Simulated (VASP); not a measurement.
Wanted: the native input for a VASP 6.6.1 run.

* Task: single point
* Functional: PBE
* Potentials or basis: VASP PAW PBE potentials, release 64 (Te, Sn_d)
* Cutoff: 520 eV
* k mesh: 6 × 6 × 6
* Occupations: fermi-dirac, width 0.05 eV
* Spin: no spin polarisation
* Dipole correction: no
* Further INCAR settings: ALGO = Normal; EDIFF = 1e-06; NBANDS = 24

The structure of SnTe3 lies in POSCAR:

```
SnTe3
1.0
    0.0000000000      3.8353039977      3.8353039977
    3.8353039977      0.0000000000      3.8353039977
    3.8353039977      3.8353039977      0.0000000000
Te Sn
3 1
Direct
    0.5000000000      0.5000000000      0.5000000000
    0.7500000000      0.7500000000      0.7500000000
    0.2500000000      0.2500000000      0.2500000000
    0.0000000000      0.0000000000      0.0000000000
```

One way to write it, as run:

INCAR

```
PREC = Accurate ; ENCUT = 520
EDIFF = 1E-6 ; ISMEAR = -1
SIGMA = 0.05 ; LREAL = F
LASPH = T ; NELM = 60
ALGO = Normal ; ISIF = 2
LWAVE = F ; LCHARG = F
GGA = PE ; NBANDS = 24
```

KPOINTS

```
regular mesh
0
Gamma
  6 6 6
```

Potentials or basis: VASP PAW PBE potentials, release 64 (Te, Sn_d).

The run is started by

```console
$ cat potpaw_PBE.64/Te/POTCAR potpaw_PBE.64/Sn_d/POTCAR > POTCAR
$ mpirun -np 1 vasp_std > vasp.out
```

It gave:

- Pressure: 1.1 GPa
- Band gap on the k mesh: zero (band 16 reaches 8.38 eV, above the bottom of band 17 at 6.10 eV)

Caveat: spin-orbit coupling is left out, which moves the levels of the heavy elements.

It took 22 s on 1 thread of Intel(R) Xeon(R) 6975P-C (Granite Rapids), with other jobs on the host, peak memory 0.24 GiB.
